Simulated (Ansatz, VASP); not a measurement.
## AlSn: VASP beside Ansatz

INCAR

```
SYSTEM = AlSn
  PREC = Accurate
  ENCUT = 500
  EDIFF = 1E-7
  ISMEAR = 0
  SIGMA = 0.1
  LREAL = .FALSE.
  LASPH = .TRUE.
  NELM = 120
  ALGO = Normal
  ISIF = 3
  LWAVE = .FALSE.
  LCHARG = .FALSE.
  GGA = PS
  IBRION = 2
  NSW = 30
  EDIFFG = -0.01
  GGA_COMPAT = .FALSE.
  NELMIN = 4
```

The input KPOINTS:

```
regular mesh
0
G
  3 3 2
  0 0 0
```

Contents of POSCAR:

```
AlSn
1.0
    4.1981056157      0.0000000000      0.0000000000
   -2.0990528078      3.6356661109      0.0000000000
    0.0000000000      0.0000000000      3.3068470000
Al Sn
1 1
Direct
    0.0000000000      0.0000000000      0.0000000000
    0.3333333333      0.6666666667      0.5000000000
```

Input for Ansatz:

```yaml
crystal:
  lattice:
    - [4.1981056157, 0.0, 0.0]
    - [-2.0990528078, 3.6356661109, 0.0]
    - [0.0, 0.0, 3.306847]
  atoms:
    - { symbol: Al, position: [0.0, 0.0, 0.0] }
    - { symbol: Sn, position: [0.3333333333, 0.6666666667, 0.5] }
basis:
  ecutwfc: 420
kpoints:
  mp_grid: { grid: [3, 3, 2] }
hamiltonian:
  xc: pbesol
scf:
  occupations: { method: gaussian, width: 0.1 }
output:
  forces: true
  stress: true
  eigenvalues: true
relax:
  adjacent_minimum: "off"
  f_tol: 0.01
  max_steps: 10
  cell: {}
```

Alike in both runs: task relaxation of cell and atoms; functional PBEsol; k mesh 3 × 3 × 2; occupations gaussian, width 0.1 eV; no spin polarisation.

|  | VASP | Ansatz |
| --- | --- | --- |
| version | VASP 6.6.1 | Ansatz 0.2.0 |
| potentials or method | VASP PAW PBE potentials, release 64 (Al, Sn_d), cutoff 500 eV | scalar-relativistic, plane waves, PAW |
| valence electrons in the cell | 17 | 17 |

Ansatz gave:

- relaxed volume (Å³/atom): 24.23
- relaxed cell length with the largest relative difference (Å): 4.213

Problem. What did VASP give for the same quantities?

Solution. Relaxed volume (Å³/atom): 24.22; relaxed cell length with the largest relative difference (Å): 4.212.

VASP's potentials were made for PBE, not for PBEsol.

The k mesh is coarse, so the values compare programs but aren't converged.
